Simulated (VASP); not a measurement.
## Li2B: relaxation of cell and atoms with PBE

The system is Li2B.

```xyz
3
Lattice="3.5742 0.0000 0.0000 0.0000 3.5742 0.0000 0.0000 0.0000 2.6948" Properties=species:S:1:pos:R:3 pbc="T T T"
Li    1.7871    0.0000    0.0000
Li    0.0000    1.7871    0.0000
B     0.0000    0.0000    1.3474
```

```json
{"Program": "VASP 6.6.1", "Task": "relaxation of cell and atoms", "Functional": "PBE", "Potentials or basis": "VASP PAW PBE potentials, release 64 (Li_sv, B)", "Cutoff": "600 eV", "k mesh": "6 × 6 × 6", "Occupations": "gaussian, width 0.1 eV", "Spin": "no spin polarisation", "Dipole correction": "no", "Further INCAR settings": "ALGO = Normal; EDIFF = 1e-06; IBRION = 2; EDIFFG = -0.04; NSW = 90; ISIF = 3"}
```

```json
{
  "Relaxed volume": "11.86 Å³/atom",
  "Relaxed cell": "a = 4.089 Å, b = 4.089 Å, c = 2.128 Å, α = 90.00°, β = 90.00°, γ = 90.00°",
  "Space group after relaxing (to 0.05 Å)": "P4/mmm (No. 123)",
  "Energy gained by relaxing": "270.2 meV/atom",
  "Ionic steps": "16",
  "Pressure after relaxing": "-0.3 GPa"
}
```

Stress tensor (GPa, compression positive):
```
-0.39  0.00  0.00
 0.00 -0.39  0.00
 0.00  0.00 -0.08
```

The path:
| step | energy change (eV) | largest force (eV/Å) | pressure (GPa) | volume (Å³) |
| --- | --- | --- | --- | --- |
| 1 | 0.0000 | 0.0000 | 4.21 | 34.43 |
| 2 | -0.0754 | 0.0000 | 1.83 | 35.94 |
| 3 | -0.2578 | 0.0000 | -3.46 | 40.60 |
| 4 | -0.1818 | 0.0000 | -9.79 | 50.42 |
| 5 | -0.3100 | 0.0000 | -5.67 | 43.40 |
| 6 | -0.3488 | 0.0000 | -6.11 | 43.78 |
| 7 | -0.4430 | 0.0000 | -7.35 | 44.85 |
| 8 | -0.4096 | 0.0000 | -9.44 | 46.66 |
| 9 | -0.4695 | 0.0000 | -8.04 | 45.45 |
| 10 | -0.5389 | 0.0000 | -7.58 | 44.29 |
| 11 | -0.7015 | 0.0000 | -5.71 | 40.88 |
| 12 | -0.7252 | 0.0000 | 1.34 | 34.45 |
| 13 | -0.7803 | 0.0000 | -2.78 | 37.47 |
| 14 | -0.7812 | 0.0000 | -2.26 | 37.04 |
| 15 | -0.7992 | 0.0000 | -1.50 | 36.45 |
| 16 | -0.8106 | 0.0000 | -0.29 | 35.59 |

Final structure:
```
CELL_PARAMETERS angstrom
4.08949 0.00000 0.00000
0.00000 4.08949 0.00000
0.00000 0.00000 2.12818
ATOMIC_POSITIONS crystal
Li 0.50000 0.00000 0.00000
Li 0.00000 0.50000 0.00000
B 0.00000 0.00000 0.50000
```

Levels at points of the mesh, in eV from the Fermi level:
| k point | band 3 | band 4 | band 5 | band 6 | band 7 | band 8 |
| --- | --- | --- | --- | --- | --- | --- |
| (0.00, 0.00, 0.00) | -8.49 | -2.30 | -2.30 | 1.43 | 7.24 | 7.30 |
| (0.50, 0.00, 0.00) | -8.37 | -3.57 | -1.79 | 3.67 | 4.01 | 5.78 |
| (0.50, 0.50, 0.00) | -8.37 | -2.30 | -2.30 | -1.06 | 9.80 | 9.80 |
| (0.00, 0.00, 0.50) | -2.69 | -2.61 | 3.58 | 3.58 | 5.83 | 7.56 |
| (0.50, 0.00, 0.50) | -2.83 | -1.65 | 0.44 | 3.80 | 6.25 | 7.35 |
| (0.50, 0.50, 0.50) | -2.99 | -0.55 | 0.82 | 0.82 | 6.60 | 7.87 |

Run time: 70 s on 1 thread of Intel(R) Xeon(R) Platinum 8488C (Sapphire Rapids), with other jobs on the host, peak memory 0.15 GiB.

Caveat: the k points lie up to 0.49 Å⁻¹ apart in the final cell; the cutoff is under 1.25 times the usual one of these potentials, so pressure, stress and relaxed cells hold a basis-set (Pulay) error.
